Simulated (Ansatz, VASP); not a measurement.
# One calculation of Be2WN3, two programs

```
Be W N
1.0
     2.23335    1.28942    3.59363
    -2.23335    1.28942    3.59363
     0.00000   -2.57885    3.59363
Be W N
2 1 3
Direct
  0.24257 0.24257 0.24257
  0.75743 0.75743 0.75743
  0.00000 0.00000 0.00000
  0.50000 0.50000 0.00000
  0.00000 0.50000 0.50000
  0.50000 0.00000 0.50000
```

Alike in both runs: functional PBE; k mesh 3 × 3 × 3; occupations gaussian, width 0.15 eV; no spin polarisation.

Ansatz relaxed the structure, and its values are those at the end. VASP's run is a single point on that final structure, the one shown.

```csv
,VASP,Ansatz
version,VASP 6.6.1,Ansatz 0.2.0
potentials or method,"VASP PAW PBE potentials, release 64 (Be, W_sv, N), cutoff 600 eV","scalar-relativistic, plane waves, PAW"
valence electrons in the cell,33,33
```

VASP gave:

```
gap on the k mesh at the Fermi level (eV) : none
pressure (GPa)                            : -0.2
rms of the force components (eV/Å)        : 0.003
```

Task: Which values does Ansatz return?

Result: gap on the k mesh at the Fermi level (eV): none; pressure (GPa): -0.6; rms of the force components (eV/Å): 0.018.

A gap of «none» marks a metal or a gap that the smearing closes.

The k mesh is coarse, so the values compare programs but aren't converged. Spin-orbit coupling is off throughout.
